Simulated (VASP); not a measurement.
Here is a VASP 6.6.1 calculation.

File INCAR:

```
ALGO = Normal
EDIFF = 1E-6
ENCUT = 1000
GGA = PE
GGA_COMPAT = False
ISIF = 2
ISMEAR = -1
LASPH = True
LCHARG = False
LREAL = Auto
LWAVE = False
NBANDS = 54
NELM = 120
PREC = Accurate
SIGMA = 0.02
```

The input KPOINTS:

```
k-points
0
Gamma
  1 1 1
```

POSCAR

```
CO
1.0
    7.1868070000      0.0000000000      0.0000000000
    0.0000000000      7.1868070000      0.0000000000
    0.0000000000      0.0000000000      7.1868070000
O C
8 8
Direct
    0.8489495049     -0.0293894222      0.3594466188
    0.3373559512      0.8051607368      0.2485021271
    0.3876306154      0.4175689584      1.0704497337
    0.5712019462      0.4584022828      0.4695694530
    0.9621160164      0.1888913832      0.9591683941
    0.0640680427      0.4247623077      0.4287176838
    0.2616096948      0.0651498048      0.6235415690
    0.7207928924      0.7778934273      0.9835736951
    0.7832817003      0.0319052824      0.4891839427
    0.3009968217      0.9324793452      0.1624413346
    0.4768629271      0.3129595114      0.9920250314
    0.4949905391      0.5088724123      0.5983811186
    0.9172914241      0.3167834072      0.8777589240
   -0.0088616731      0.5062916615      0.3149845587
    0.3563654261     -0.0343679765      0.7017828013
    0.8136839709      0.7733731775      0.8558432141
```

Potentials or basis: VASP PAW PBE potentials, release 64 (O_h, C_h).

The run is started by

```bash
$ cat potpaw_PBE.64/O_h/POTCAR potpaw_PBE.64/C_h/POTCAR > POTCAR
$ mpirun -np 1 vasp_gam > vasp.out
```

Problem. Predict the pressure.

Solution. 0.6 GPa.

Problem. What does it give for the largest force?

Solution. 0.285 eV/Å.

Forces in eV/Å, atoms in the order of the input:
```
O    0.081 -0.063 -0.102
O    0.012 -0.012  0.009
O    0.132 -0.190 -0.114
O    0.017 -0.010 -0.017
O   -0.001  0.065 -0.034
O    0.066 -0.063  0.092
O   -0.014  0.007 -0.010
O    0.035  0.004 -0.040
C   -0.082  0.065  0.105
C   -0.014  0.007 -0.009
C   -0.143  0.210  0.128
C   -0.013 -0.002  0.008
C   -0.005 -0.062  0.001
C   -0.057  0.075 -0.074
C    0.001 -0.027  0.019
C   -0.016 -0.004  0.037
```

Caveat: the k points lie up to 0.87 Å⁻¹ apart, too coarse for converged energies, forces and pressures.
